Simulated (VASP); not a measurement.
Input of a VASP 6.6.1 run:

The input INCAR:

```
PREC     = Accurate       # precision mode
ENCUT    = 520            # plane-wave cutoff, eV
EDIFF    = 1E-8           # SCF threshold, eV
ISMEAR   = -1             # smearing method
SIGMA    = 0.05           # smearing width, eV
LREAL    = False          # projectors in reciprocal space
LASPH    = True           # aspherical terms in the spheres
NELM     = 100            # most SCF steps
ALGO     = Normal         # electronic algorithm
ISIF     = 2              # what is computed and relaxed
LWAVE    = False          # write WAVECAR
LCHARG   = False          # write CHGCAR
GGA      = PE             # functional
LEFG     = True         
NBANDS   = 16             # bands
```

KPOINTS

```
Automatic mesh
0
Gamma
  10 10 10
```

The input POSCAR:

```
GaP
1.0
    0.0000000000      2.7252500000      2.6707450000
    2.7252500000      0.0000000000      2.6707450000
    2.7252500000      2.7252500000      0.0000000000
Ga P
1 1
Direct
    0.0000000000      0.0000000000      0.0000000000
    0.7500000000      0.7500000000      0.7500000000
```

Potentials or basis: VASP PAW PBE potentials, release 64 (Ga_d, P).

The run is started by

```bash
$ cat potpaw_PBE.64/Ga_d/POTCAR potpaw_PBE.64/P/POTCAR > POTCAR
$ mpirun -np 1 vasp_std > vasp.out
```

(1) What does it give for the band gap on the k mesh?

(2) Predict the pressure.

Answers

(1) 1.37 eV (least direct gap 1.92 eV).

(2) 4.3 GPa.

Caveat: the cell differs from its parent crystal (zz strain of -2 %); the cell stands under pressure; without QUAD_EFG the Cq values of the log hold for a quadrupole moment of 1 mb, not for the nuclei.
